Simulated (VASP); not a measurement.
# Cd3S2 (R-3m) in VASP: single point with PBE

Aim: the single point of Cd3S2 with PBE.

All numbers are computed with VASP 6.6.1; they aren't measurements. Logs are shortened: lines on timing, memory, paths and dates and some standing lists are left out, and cuts for length are marked.

### Step 1. The cell of the first run

Symmetry: R-3m, No. 166, trigonal system. Conventional cell: a = 3.843 Å, b = 3.843 Å, c = 25.684 Å, α = 90.00°, β = 90.00°, γ = 120.00°. Within 3.6 Å of Cd (site symmetry -3m) lie 6 S at 2.74 Å. Within 3.6 Å of Cd (site symmetry 3m) lie 3 S at 2.74 Å and 3 Cd at 3.08 Å. S (site symmetry 3m) has 6 Cd at 2.74 Å within 3.6 Å.

### Step 2. Single point, PBE

File INCAR:

```
  PREC = Accurate
  ENCUT = 520
  EDIFF = 1E-6
  ISMEAR = 0
  SIGMA = 0.01
  LREAL = F
  LASPH = T
  NELM = 100
  ALGO = Normal
  ISIF = 2
  LWAVE = F
  LCHARG = T
  GGA = PE
  LELF = T
  LVHAR = T
  NBANDS = 32
```

File KPOINTS:

```
regular mesh
0
Gamma
  12 12 12
```

File POSCAR:

```
Cd3S2
1.0
    1.9216241665      1.1094502298      8.5612145146
   -1.9216241665      1.1094502298      8.5612145146
    0.0000000000     -2.2189004596      8.5612145146
Cd S
3 2
Direct
    0.0000000000      0.0000000000      0.0000000000
    0.2082837913      0.2082837913      0.2082837913
    0.7917162087      0.7917162087      0.7917162087
    0.3956732286      0.3956732286      0.3956732286
    0.6043267714      0.6043267714      0.6043267714
```

Potentials or basis: VASP PAW PBE potentials, release 64 (Cd, S).

Run with:

```
$ cat potpaw_PBE.64/Cd/POTCAR potpaw_PBE.64/S/POTCAR > POTCAR
$ mpirun -np 1 vasp_std > vasp.out
```

OUTCAR:

```text
PREC = Accurate
   ENCUT = 520
   EDIFF = 1E-6
   ISMEAR = 0
   LREAL = F
   LASPH = T
   NELM = 100
   ISIF = 2
   GGA = PE

 ion  position               nearest neighbor table
   1  0.000  0.000  0.000-   5 2.74   4 2.74   5 2.74   5 2.74   4 2.74   4 2.74
   2  0.208  0.208  0.208-   5 2.74   5 2.74   5 2.74   3 3.08   3 3.08   3 3.08
   3  0.792  0.792  0.792-   4 2.74   4 2.74   4 2.74   2 3.08   2 3.08   2 3.08
   4  0.396  0.396  0.396-   1 2.74   1 2.74   1 2.74   3 2.74   3 2.74   3 2.74
   5  0.604  0.604  0.604-   1 2.74   1 2.74   1 2.74   2 2.74   2 2.74   2 2.74

  LATTYP: Found a trigonal (rhomboedric) cell.
 ALAT       =     8.8440891682
 COS(alpha) =     0.9055807222

  Lattice vectors:

 A1 = (   1.9216241665,   1.1094502298,   8.5612145146)
 A2 = (  -1.9216241665,   1.1094502298,   8.5612145146)
 A3 = (   0.0000000000,  -2.2189004596,   8.5612145146)

Analysis of symmetry for initial positions (statically):
=====================================================================
 Subroutine PRICEL returns:
 Original cell was already a primitive cell.

 Routine SETGRP: Setting up the symmetry group for a
 trigonal (rhombohedral) supercell.

 Subroutine GETGRP returns: Found 12 space group operations
 (whereof 12 operations were pure point group operations)
 out of a pool of 12 trial point group operations.

The static configuration has the point symmetry D_3d.

Analysis of symmetry for dynamics (positions and initial velocities):
=====================================================================
 Subroutine PRICEL returns:
 Original cell was already a primitive cell.

 Routine SETGRP: Setting up the symmetry group for a
 trigonal (rhombohedral) supercell.

 Subroutine GETGRP returns: Found 12 space group operations
 (whereof 12 operations were pure point group operations)
 out of a pool of 12 trial point group operations.

The dynamic configuration has the point symmetry D_3d.

 Subroutine INISYM returns: Found 12 space group operations
 (whereof 12 operations are pure point group operations),
 and found     1 'primitive' translations

----------------------------------------------------------------------------------------

                                     Primitive cell

  volume of cell :     109.5123

  direct lattice vectors                    reciprocal lattice vectors
     1.921624167  1.109450230  8.561214515     0.260196561  0.150224555  0.038935286
    -1.921624167  1.109450230  8.561214515    -0.260196561  0.150224555  0.038935286
[... 89 lines left out ...]
   ENCUT  =  520.0 eV  38.22 Ry    6.18 a.u.  16.44 16.44 16.44*2*pi/ulx,y,z
   NELM   =    100;   NELMIN=  2; NELMDL= -5     # of ELM steps
   EDIFF  = 0.1E-05   stopping-criterion for ELM
   LREAL  =      F    real-space projection
   EDIFFG = 0.1E-04   stopping-criterion for IOM
   NSW    =      0    number of steps for IOM
   IBRION =     -1    ionic relax: 0-MD 1-quasi-New 2-CG
   NFREE  =      0    steps in history (QN), initial steepest desc. (CG)
   ISIF   =      2    stress and relaxation
   ISYM   =      2    0-nonsym 1-usesym 2-fastsym
   POTIM  = 0.5000    time-step for ionic-motion
   TEBEG  =    0.0;   TEEND  =   0.0 temperature during run
   PSTRESS=    0.0 pullay stress
   NELECT =      48.0000    total number of electrons
   NUPDOWN=      -1.0000    fix difference up-down
   EMIN   =  10.00;   EMAX   =-10.00  energy-range for DOS
   EFERMI =   0.00;   METHOD = LEGACY
   ISMEAR =     0;   SIGMA  =   0.01  broadening in eV -4-tet -1-fermi 0-gaus
   EFERMI_NEDOS =   21; number of points for ismear=-14 and -15
   IALGO  =     38    algorithm
   IMIX   =      4    mixing-type and parameters
     AMIX     =   0.40;   BMIX     =  1.00
     AMIX_MAG =   1.60;   BMIX_MAG =  1.00
  volume/ion in A,a.u.               =      21.90       147.81
  Fermi-wavevector in a.u.,A,eV,Ry     =   1.243562  2.349992 21.040697  1.546448
  Thomas-Fermi vector in A             =   2.377868
   LORBIT       =      0    0 simple, 1 ext, 2 COOP (PROOUT), +10 PAW based schemes
   GGA     = PE    functional components
   LHFCALC =     F    Hartree Fock is set to
   AEXX    =    0.0000 exact exchange contribution
   IVDW    =     0    specifies the selected vdW correction
   LEPSILON=     F    determine dielectric tensor
   LRPA    =     F    only Hartree local field effects (RPA)
 non-spin polarized calculation
 Gauss-broadening in eV      SIGMA  =   0.01
  energy-cutoff  :      520.00
  volume of cell :      109.51
 maximum number of plane-waves:      2976
 NGX is ok and might be reduce to    70
   NGX = 33   NGY = 33   NGZ = 33

 number of electron      48.0000001 magnetization

 Free energy of the ion-electron system (eV)
  ---------------------------------------------------
  ext. energy  EPLUGINS =         0.00000000
  ---------------------------------------------------
  free energy    TOTEN  =       -12.34325109 eV

  energy without entropy =      -12.34325109  energy(sigma->0) =      -12.34325109

 E-fermi :   2.7795     XC(G=0): -10.2286

 val. band max:        2.7010896039   @ k =  -0.1667   0.5000   0.1667
 cond. band min:       2.8798278109   @ k =   0.5000   0.5000  -0.0000
 fundamental gap:      0.1787382070
 Fermi energy:         2.7794844973

 k-point     1 :       0.0000    0.0000    0.0000
  band No.  band energies     occupation
      1     -10.3407      2.00000
      2      -9.7626      2.00000
      3      -5.7315      2.00000
      4      -5.7315      2.00000
      5      -5.6173      2.00000
      6      -5.4755      2.00000
[... 829 lines left out ...]
     31       9.3029      0.00000
     32      10.4597      0.00000

 [... further k-points ...]
[... 5 lines left out ...]
  --------------------------------------------------------------------------------------
  -------------------------------------------------------------------------------------
  Total        0.2213227      0.2213227      0.2390550      0.0000000      0.0000000      0.0000000
  in kB        3.2379754      3.2379754      3.4974020      0.0000000      0.0000000      0.0000000
  external PRESSURE =       3.3244510 kB  Pullay stress =       0.0000000 kB

 VOLUME and BASIS-vectors are now :
 -----------------------------------------------------------------------------
  energy-cutoff  :      520.00
  volume of cell :      109.51
      direct lattice vectors                 reciprocal lattice vectors
     1.921624167  1.109450230  8.561214515     0.260196561  0.150224555  0.038935286
    -1.921624167  1.109450230  8.561214515    -0.260196561  0.150224555  0.038935286
     0.000000000 -2.218900460  8.561214515     0.000000000 -0.300449109  0.038935286

 POSITION                                       TOTAL-FORCE (eV/Angst)
 -----------------------------------------------------------------------------------
      0.00000      0.00000      0.00000        -0.000000     -0.000000      0.000000
      0.00000      0.00000      5.34949         0.000000      0.000000     -0.015333
      0.00000      0.00000     20.33416         0.000000     -0.000000      0.015333
      0.00000      0.00000     10.16233         0.000000     -0.000000      0.001133
      0.00000      0.00000     15.52131         0.000000     -0.000000     -0.001133
 -----------------------------------------------------------------------------------
    total drift:                               -0.000000     -0.000000      0.000000

  FREE ENERGIE OF THE ION-ELECTRON SYSTEM (eV)
  ---------------------------------------------------
  free  energy   TOTEN  =       -12.3432510869 eV

  energy  without entropy=      -12.3432510869  energy(sigma->0) =      -12.34325109
```

OSZICAR:

```text
N       E                     dE             d eps       ncg     rms          rms(c)
DAV:   1     0.358730462082E+03    0.35873E+03   -0.24268E+04 12192   0.143E+03
DAV:   2     0.486367154392E+01   -0.35387E+03   -0.33671E+03 13480   0.367E+02
DAV:   3    -0.134467700696E+02   -0.18310E+02   -0.18145E+02 14776   0.842E+01
DAV:   4    -0.136302891406E+02   -0.18352E+00   -0.18346E+00 13072   0.786E+00
DAV:   5    -0.136326489488E+02   -0.23598E-02   -0.23597E-02 14752   0.877E-01    0.106E+01
DAV:   6    -0.123586000509E+02    0.12740E+01   -0.22714E+00 14920   0.136E+01    0.849E+00
DAV:   7    -0.123512451286E+02    0.73549E-02   -0.78075E-01 14192   0.425E+00    0.413E+00
DAV:   8    -0.123462727060E+02    0.49724E-02   -0.93447E-02 13792   0.262E+00    0.420E-01
DAV:   9    -0.123431086289E+02    0.31641E-02   -0.17266E-02 14856   0.128E+00    0.110E-01
DAV:  10    -0.123431699514E+02   -0.61323E-04   -0.11915E-03 13648   0.293E-01    0.979E-02
DAV:  11    -0.123432131287E+02   -0.43177E-04   -0.15166E-04 14328   0.765E-02    0.814E-02
DAV:  12    -0.123432567329E+02   -0.43604E-04   -0.64458E-05 13016   0.741E-02    0.584E-02
DAV:  13    -0.123432511012E+02    0.56317E-05   -0.17292E-05 15264   0.472E-02    0.671E-03
DAV:  14    -0.123432510869E+02    0.14274E-07   -0.14414E-06  9464   0.714E-03
   1 F= -.12343251E+02 E0= -.12343251E+02  d E =-.399336E-31
```

Run time: 56 min. Hardware: 1 thread of Intel Xeon Platinum 8488C (Sapphire Rapids), shared host; peak memory 1 GiB.

What came out:

```
Free energy            : -12.3433 eV
Pressure               : 0.3 GPa
Largest force          : 0.015 eV/Å
Band gap on the k mesh : 0.18 eV (least direct gap 0.39 eV)
```

Forces in eV/Å, atoms in the order of the input:
```
Cd   0.000  0.000  0.000
Cd   0.000  0.000 -0.015
Cd   0.000  0.000  0.015
S    0.000  0.000  0.001
S    0.000  0.000 -0.001
```

Levels at points of the mesh, in eV from the valence-band top:
```csv
k point,band 20,band 21,band 22,band 23,band 24,band 25,band 26,band 27,band 28,band 29
"(0.00, 0.00, 0.00)",-2.71,-0.96,-0.96,-0.63,-0.63,2.56,2.75,5.74,6.32,6.32
"(0.50, 0.00, 0.00)",-3.37,-2.17,-2.00,-1.19,-0.88,0.79,2.19,3.10,5.11,5.66
"(0.50, 0.50, 0.00)",-2.84,-2.37,-2.16,-0.98,-0.80,0.18,2.36,3.25,4.81,5.41
"(0.50, 0.50, 0.50)",-0.99,-0.99,-0.66,-0.59,-0.59,0.82,3.37,5.89,5.89,5.90
```

A k mesh can miss the band edges.
